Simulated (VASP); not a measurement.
# AlCu5 (P-62m) in VASP: a series of runs

Runs on AlCu5. Level: PBE. Tasks: single point.

Program: VASP 6.6.1. These are calculated values, not measurements. Logs are shortened: lines on timing, memory, paths and dates and some standing lists are left out, and cuts for length are marked.

**1. The cell of the first run**

Symmetry: P-62m, No. 189, hexagonal system. Conventional cell: a = 4.490 Å, b = 4.490 Å, c = 4.234 Å, α = 90.00°, β = 90.00°, γ = 120.00°. Within 3.4 Å of Al (site symmetry -62m) lie 12 Cu at 2.59 Å. Within 3.4 Å of Cu (site symmetry m2m) lie 10 Cu at 2.59 to 2.60 Å and 2 Al at 2.59 Å. Cu (site symmetry -6) has 9 Cu at 2.59 Å and 3 Al at 2.59 Å within 3.4 Å.

**2. Single point, PBE**

Input file INCAR:

```
SYSTEM = AlCu5
PREC = Accurate
ENCUT = 520
EDIFF = 1E-6
ISMEAR = 0
SIGMA = 0.1
LREAL = .False.
LASPH = .True.
NELM = 100
ALGO = Fast
ISIF = 2
LWAVE = .False.
LCHARG = .True.
GGA = PE
LELF = .True.
LVHAR = .True.
NBANDS = 38
```

Input file KPOINTS:

```
Automatic mesh
0
Gamma
  12 12 10
  0 0 0
```

Input file POSCAR:

```
AlCu5
1.0
    4.4897390481      0.0000000000      0.0000000000
   -2.2448695240      3.8882280720      0.0000000000
    0.0000000000      0.0000000000      4.2340632411
Al Cu
1 5
Direct
    0.0000000000      0.0000000000      0.5000000000
    0.6658680073      0.0000000000      0.0000000000
    0.0000000000      0.6658680073      0.0000000000
    0.3341319927      0.3341319927      0.0000000000
    0.3333333333      0.6666666667      0.5000000000
    0.6666666667      0.3333333333      0.5000000000
```

Potentials or basis: VASP PAW PBE potentials, release 64 (Al, Cu).

Started as:

```sh
cat potpaw_PBE.64/Al/POTCAR potpaw_PBE.64/Cu/POTCAR > POTCAR
mpirun -np 1 vasp_std > vasp.out
```

OUTCAR:

```text
SYSTEM = AlCu5
   PREC = Accurate
   ENCUT = 520
   EDIFF = 1E-6
   ISMEAR = 0
   LREAL = .False.
   LASPH = .True.
   NELM = 100
   ISIF = 2
   GGA = PE

 ion  position               nearest neighbor table
   1  0.000  0.000  0.500-   5 2.59   6 2.59   5 2.59   6 2.59   6 2.59   5 2.59   3 2.59   3 2.59
                             2 2.59   2 2.59   4 2.59   4 2.59
   2  0.666  0.000  0.000-   4 2.59   4 2.59   3 2.59   3 2.59   6 2.59   6 2.59   5 2.59   5 2.59
                             1 2.59   1 2.59   3 2.60   4 2.60
   3  0.000  0.666  0.000-   4 2.59   2 2.59   4 2.59   2 2.59   5 2.59   5 2.59   6 2.59   6 2.59
                             1 2.59   1 2.59   2 2.60   4 2.60
   4  0.334  0.334  0.000-   2 2.59   3 2.59   2 2.59   3 2.59   5 2.59   5 2.59   6 2.59   6 2.59
                             1 2.59   1 2.59   3 2.60   2 2.60
   5  0.333  0.667  0.500-   3 2.59   3 2.59   2 2.59   2 2.59   4 2.59   4 2.59   1 2.59   6 2.59
                             6 2.59   1 2.59   1 2.59   6 2.59
   6  0.667  0.333  0.500-   2 2.59   2 2.59   3 2.59   3 2.59   4 2.59   4 2.59   1 2.59   5 2.59
                             5 2.59   1 2.59   1 2.59   5 2.59

  LATTYP: Found a hexagonal cell.
 ALAT       =     4.4897390481
 C/A-ratio  =     0.9430533035

  Lattice vectors:

 A1 = (   4.4897390481,   0.0000000000,   0.0000000000)
 A2 = (  -2.2448695240,   3.8882280720,   0.0000000000)
 A3 = (   0.0000000000,   0.0000000000,   4.2340632411)

Analysis of symmetry for initial positions (statically):
=====================================================================
 Subroutine PRICEL returns:
 Original cell was already a primitive cell.

 Routine SETGRP: Setting up the symmetry group for a
 hexagonal supercell.

 Subroutine GETGRP returns: Found 12 space group operations
 (whereof 12 operations were pure point group operations)
 out of a pool of 24 trial point group operations.

The static configuration has the point symmetry D_3h.

Analysis of symmetry for dynamics (positions and initial velocities):
=====================================================================
 Subroutine PRICEL returns:
 Original cell was already a primitive cell.

 Routine SETGRP: Setting up the symmetry group for a
 hexagonal supercell.

 Subroutine GETGRP returns: Found 12 space group operations
 (whereof 12 operations were pure point group operations)
 out of a pool of 24 trial point group operations.

The dynamic configuration has the point symmetry D_3h.

[... 109 lines left out ...]
   NSW    =      0    number of steps for IOM
   IBRION =     -1    ionic relax: 0-MD 1-quasi-New 2-CG
   NFREE  =      0    steps in history (QN), initial steepest desc. (CG)
   ISIF   =      2    stress and relaxation
   ISYM   =      2    0-nonsym 1-usesym 2-fastsym
   POTIM  = 0.5000    time-step for ionic-motion
   TEBEG  =    0.0;   TEEND  =   0.0 temperature during run
   PSTRESS=    0.0 pullay stress
   NELECT =      58.0000    total number of electrons
   NUPDOWN=      -1.0000    fix difference up-down
   EMIN   =  10.00;   EMAX   =-10.00  energy-range for DOS
   EFERMI =   0.00;   METHOD = LEGACY
   ISMEAR =     0;   SIGMA  =   0.10  broadening in eV -4-tet -1-fermi 0-gaus
   EFERMI_NEDOS =   21; number of points for ismear=-14 and -15
   IALGO  =     68    algorithm
   IMIX   =      4    mixing-type and parameters
     AMIX     =   0.40;   BMIX     =  1.00
     AMIX_MAG =   1.60;   BMIX_MAG =  1.00
  volume/ion in A,a.u.               =      12.32        83.13
  Fermi-wavevector in a.u.,A,eV,Ry     =   1.509990  2.853468 31.022238  2.280070
  Thomas-Fermi vector in A             =   2.620239
   LORBIT       =      0    0 simple, 1 ext, 2 COOP (PROOUT), +10 PAW based schemes
   GGA     = PE    functional components
   LHFCALC =     F    Hartree Fock is set to
   AEXX    =    0.0000 exact exchange contribution
   IVDW    =     0    specifies the selected vdW correction
   LEPSILON=     F    determine dielectric tensor
   LRPA    =     F    only Hartree local field effects (RPA)
 non-spin polarized calculation
 RMM-DIIS sequential band-by-band and
 Gauss-broadening in eV      SIGMA  =   0.10
  energy-cutoff  :      520.00
  volume of cell :       73.91
 maximum number of plane-waves:      2020
 NGX is ok and might be reduce to    36
   NGX = 17   NGY = 17   NGZ = 15

 number of electron      58.0000060 magnetization

 Free energy of the ion-electron system (eV)
  ---------------------------------------------------
  ext. energy  EPLUGINS =         0.00000000
  ---------------------------------------------------
  free energy    TOTEN  =       -23.16334654 eV

  energy without entropy =      -23.15218980  energy(sigma->0) =      -23.15776817

 E-fermi :   7.9911     XC(G=0): -12.2990

 val. band max:        7.9784045105   @ k =   0.1667   0.0833   0.4000
 cond. band min:       7.9975721701   @ k =   0.1667   0.1667   0.0000
 fundamental gap:      0.0191676596
 Fermi energy:         7.9911390153

 k-point     1 :       0.0000    0.0000    0.0000
  band No.  band energies     occupation
      1      -2.0698      2.00000
      2       2.7480      2.00000
      3       3.3975      2.00000
      4       3.3975      2.00000
      5       3.7887      2.00000
      6       3.7887      2.00000
[... 973 lines left out ...]
     37      14.8575      0.00000
     38      16.8785      0.00000

 [... further k-points ...]

------------------------ aborting loop because EDIFF is reached ----------------------------------------

  FORCE on cell =-STRESS in cart. coord.  units (eV):
  Direction    XX          YY          ZZ          XY          YZ          ZX
  --------------------------------------------------------------------------------------
  -------------------------------------------------------------------------------------
  Total        0.1853381      0.1853381      0.2217002      0.0000000      0.0000000      0.0000000
  in kB        4.0174014      4.0174014      4.8055866      0.0000000      0.0000000      0.0000000
  external PRESSURE =       4.2801298 kB  Pullay stress =       0.0000000 kB

 VOLUME and BASIS-vectors are now :
 -----------------------------------------------------------------------------
  energy-cutoff  :      520.00
  volume of cell :       73.91
      direct lattice vectors                 reciprocal lattice vectors
     4.489739048  0.000000000  0.000000000     0.222730094  0.128593280  0.000000000
    -2.244869524  3.888228072  0.000000000     0.000000000  0.257186559  0.000000000
     0.000000000  0.000000000  4.234063241     0.000000000  0.000000000  0.236179751

 POSITION                                       TOTAL-FORCE (eV/Angst)
 -----------------------------------------------------------------------------------
      0.00000      0.00000      2.11703         0.000000     -0.000000     -0.000000
      2.98957      0.00000      0.00000         0.006557     -0.000000      0.000000
     -1.49479      2.58905      0.00000        -0.003278      0.005678      0.000000
      0.75008      1.29918      0.00000        -0.003278     -0.005678     -0.000000
     -0.00000      2.59215      2.11703         0.000000      0.000000     -0.000000
      2.24487      1.29608      2.11703         0.000000     -0.000000     -0.000000
 -----------------------------------------------------------------------------------
    total drift:                               -0.000000     -0.000001     -0.000000

  FREE ENERGIE OF THE ION-ELECTRON SYSTEM (eV)
  ---------------------------------------------------
  free  energy   TOTEN  =       -23.1633465442 eV

  energy  without entropy=      -23.1521898023  energy(sigma->0) =      -23.15776817
```

It took 4.7 min on 1 thread of Intel Xeon 6975P-C, shared host; peak memory 0.37 GiB.

What came out:

- Free energy: -23.1633 eV
- Pressure: 0.4 GPa
- Largest force: 0.007 eV/Å
- Band gap on the k mesh: zero (band 29 reaches 10.55 eV, above the bottom of band 30 at 6.25 eV)

Forces in eV/Å, atoms in the order of the input:
```
Al   0.000  0.000  0.000
Cu   0.007  0.000  0.000
Cu  -0.003  0.006  0.000
Cu  -0.003 -0.006  0.000
Cu   0.000  0.000  0.000
Cu   0.000  0.000  0.000
```

Stress tensor (GPa, compression positive):
```
0.40 0.00 0.00
0.00 0.40 0.00
0.00 0.00 0.48
```

Levels at points of the mesh, in eV from the Fermi level:
```tsv
k point	band 27	band 28	band 29	band 30	band 31	band 32
(0.00, 0.00, 0.00)	-1.97	1.41	1.52	1.52	1.78	1.78
(0.50, 0.00, 0.00)	-1.88	-1.13	0.27	2.04	2.15	2.67
(0.00, 0.00, 0.50)	-2.09	1.90	1.90	2.84	3.30	3.30
(0.50, 0.00, 0.50)	-1.87	-1.81	-1.80	-0.99	-0.13	2.82
```

**3. Single point, PBE**

Input file INCAR:

```
SYSTEM = AlCu5
PREC = Accurate ; ENCUT = 520
EDIFF = 1E-7 ; ISMEAR = -1
SIGMA = 0.15 ; LREAL = .False.
LASPH = .True. ; NELM = 100
ALGO = Fast ; ISIF = 2
LWAVE = .False. ; LCHARG = .False.
GGA = PE ; NBANDS = 38
```

Input file KPOINTS:

```
regular mesh
0
Gamma
  12 12 10
  0 0 0
```

Input file POSCAR:

```
AlCu5
1.0
    4.4908680852      0.0000000000      0.0000000000
   -2.2454340426      3.8892058468      0.0000000000
    0.0000000000      0.0000000000      4.2346910899
Al Cu
1 5
Direct
    0.0000000000      0.0000000000      0.5000000000
    0.6655743873      0.0000000000      0.0000000000
    0.0000000000      0.6655743873      0.0000000000
    0.3344256127      0.3344256127      0.0000000000
    0.3333333333      0.6666666667      0.5000000000
    0.6666666667      0.3333333333      0.5000000000
```

Potentials or basis: VASP PAW PBE potentials, release 64 (Al, Cu).

Started as:

```sh
cat potpaw_PBE.64/Al/POTCAR potpaw_PBE.64/Cu/POTCAR > POTCAR
mpirun -np 1 vasp_std > vasp.out
```

Run time: 5.6 min. Hardware: 1 thread of Intel Xeon 6975P-C, shared host; peak memory 0.37 GiB.

The run converged. Its results:

```yaml
Free_energy: -23.2264 eV
Pressure: 0.5 GPa
Largest_force: 0.006 eV/Å
Band_gap_on_the_k_mesh: zero (band 29 reaches 10.54 eV, above the bottom of band 30 at 6.24 eV)
```

Forces in eV/Å, atoms in the order of the input:
```
Al   0.000  0.000  0.000
Cu   0.006  0.000  0.000
Cu  -0.003  0.005  0.000
Cu  -0.003 -0.005  0.000
Cu   0.000  0.000  0.000
Cu   0.000  0.000  0.000
```

Levels at points of the mesh, in eV from the Fermi level:
| k point | band 27 | band 28 | band 29 | band 30 | band 31 | band 32 |
| --- | --- | --- | --- | --- | --- | --- |
| (0.00, 0.00, 0.00) | -1.95 | 1.42 | 1.53 | 1.53 | 1.78 | 1.78 |
| (0.50, 0.00, 0.00) | -1.87 | -1.12 | 0.28 | 2.05 | 2.16 | 2.68 |
| (0.00, 0.00, 0.50) | -2.08 | 1.91 | 1.91 | 2.85 | 3.30 | 3.30 |
| (0.50, 0.00, 0.50) | -1.86 | -1.81 | -1.79 | -0.98 | -0.12 | 2.82 |
